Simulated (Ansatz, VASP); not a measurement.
# One calculation of Al, two programs

```
CELL_PARAMETERS angstrom
-2.64592 2.64592 3.74159
2.64592 -2.64592 3.74159
2.64592 2.64592 -3.74159
ATOMIC_POSITIONS crystal
Al 0.00000 0.00000 0.00000
Al 0.75000 0.25000 0.50000
Al 0.37500 0.62500 0.75000
Al 0.37500 0.12500 0.75000
Al 0.37500 0.62500 0.25000
Al 0.87500 0.62500 0.25000
```

Alike in both runs: functional PBE; k mesh 10 × 10 × 10; occupations gaussian, width 0.1 eV; no spin polarisation.

Ansatz relaxed the structure, and its values are those at the end. VASP's run is a single point on that final structure, the one shown.

|  | VASP | Ansatz |
| --- | --- | --- |
| version | VASP 6.6.1 | Ansatz 0.2.0 |
| potentials or method | VASP PAW PBE potentials, release 64 (Al), cutoff 520 eV | scalar-relativistic, plane waves, PAW |
| valence electrons in the cell | 18 | 18 |

|  | VASP | Ansatz | Ansatz less VASP |
| --- | --- | --- | --- |
| gap on the k mesh at the Fermi level (eV) | none | none | - |
| pressure (GPa) | 0.0 | 0.0 | +0.02 |

A gap of «none» marks a metal or a gap that the smearing closes.
